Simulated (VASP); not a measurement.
The system is As.

```
As
1.0
     1.80033   -5.42567    0.00000
     1.80033    5.42567    0.00000
     0.00000    0.00000    4.40959
As
4
Direct
  0.39000 0.61000 0.56000
  0.89000 0.11000 0.94000
  0.61000 0.39000 0.44000
  0.11000 0.89000 0.06000
```

Base run:

* Program: VASP 6.6.1
* Functional: r2SCAN
* Potentials or basis: VASP PAW PBE potentials, release 64 (As)
* Cutoff: 520 eV
* k mesh: 8 × 8 × 6
* Occupations: fermi-dirac, width 0.05 eV
* Spin: no spin polarisation

Its results: pressure 4.9 GPa; largest force 0.178 eV/Å.

Task: The run is repeated on the same cell with these changes: functional from r2SCAN to PBEsol; further incar settings from ALGO = Normal; EDIFF = 1e-07; NBANDS = 18 to ALGO = Normal; EDIFF = 1e-06; NBANDS = 18. What comes out?

Result: Pressure 3.3 GPa; largest force 0.428 eV/Å.

Caveats: the cell stands under pressure; the PAW data sets were made with another functional, which shifts forces and pressure a little.
